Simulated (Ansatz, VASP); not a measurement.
TaN: VASP beside Ansatz

```
Ta N
1.0
     0.00000    2.17900    2.17900
     2.17900    0.00000    2.17900
     2.17900    2.17900    0.00000
Ta N
1 1
Direct
  0.50000 0.50000 0.50000
  0.00000 0.00000 0.00000
```

Alike in both runs: task electric field gradients; functional PBE; k mesh 9 × 9 × 9; occupations fermi-dirac, width 0.02 eV; no spin polarisation.

```csv
,VASP,Ansatz
version,VASP 6.6.1,Ansatz 0.2.0
potentials or method,"VASP PAW PBE potentials, release 64 (Ta_pv, N)","PAW with Ansatz's default frozen-core files, scalar-relativistic"
plane-wave cutoff (eV),520,420
valence electrons in the cell,16,18
```

|  | VASP | Ansatz | Ansatz less VASP |
| --- | --- | --- | --- |
| pressure (GPa) | 15.4 | 14.5 | -0.98 |

VASP's potentials hold 16 valence electrons a cell and Ansatz's 18, so a difference there can come from the potentials and not from the codes.

Neither program's run includes spin-orbit coupling.
